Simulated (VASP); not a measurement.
Wanted: the native input for a VASP 6.6.1 run.

```
Task                   : single point
Functional             : PBE
Potentials or basis    : VASP PAW PBE potentials, release 64 (Si, O)
Cutoff                 : 520 eV
k mesh                 : 6 × 6 × 8
Occupations            : gaussian, width 0.05 eV
Spin                   : no spin polarisation
Dipole correction      : no
Further INCAR settings : ALGO = Normal; EDIFF = 1e-06; NBANDS = 25
```

The structure of SiO2 lies in POSCAR:

```
SiO2
1.0
    4.5750058570      0.0000000000      0.0000000000
    0.0000000000      4.5750058570      0.0000000000
    0.0000000000      0.0000000000      2.7980972306
Si O
2 4
Direct
    0.5000000000      0.5000000000      0.5000000000
    0.0000000000      0.0000000000      0.0000000000
    0.6930152167      0.6930152167      0.0000000000
    0.1930152167      0.8069847833      0.5000000000
    0.3069847833      0.3069847833      0.0000000000
    0.8069847833      0.1930152167      0.5000000000
```

This cell differs from its parent crystal: strain +0.080 along x and y, +0.040 along z.

These files were run (other wordings do the same):

INCAR

```
SYSTEM = SiO2
PREC = Accurate ; ENCUT = 520
EDIFF = 1E-6 ; ISMEAR = 0
SIGMA = 0.05 ; LREAL = .FALSE.
LASPH = .TRUE. ; NELM = 100
ALGO = Normal ; ISIF = 2
LWAVE = .FALSE. ; LCHARG = .TRUE.
GGA = PE ; LELF = .TRUE.
LVHAR = .TRUE. ; NBANDS = 25
```

KPOINTS

```
Automatic mesh
0
G
  6 6 8
  0 0 0
```

Potentials or basis: VASP PAW PBE potentials, release 64 (Si, O).

Launch:

```sh
$ cat potpaw_PBE.64/Si/POTCAR potpaw_PBE.64/O/POTCAR > POTCAR
$ mpirun -np 1 vasp_std > vasp.out
```

Results of the run:

```yaml
Pressure: -36.5 GPa
Largest_force: 1.502 eV/Å
Band_gap_on_the_k_mesh: 2.19 eV, direct
```

Caveat: the cell differs from its parent crystal (strain +0.080 along x and y, +0.040 along z); forces of over 1 eV/Å act on the atoms, so gaps and moduli don't describe the material at rest.

Run time: 30 s on 1 thread of Intel(R) Xeon(R) 6975P-C (Granite Rapids), with other jobs on the host, peak memory 0.2 GiB.
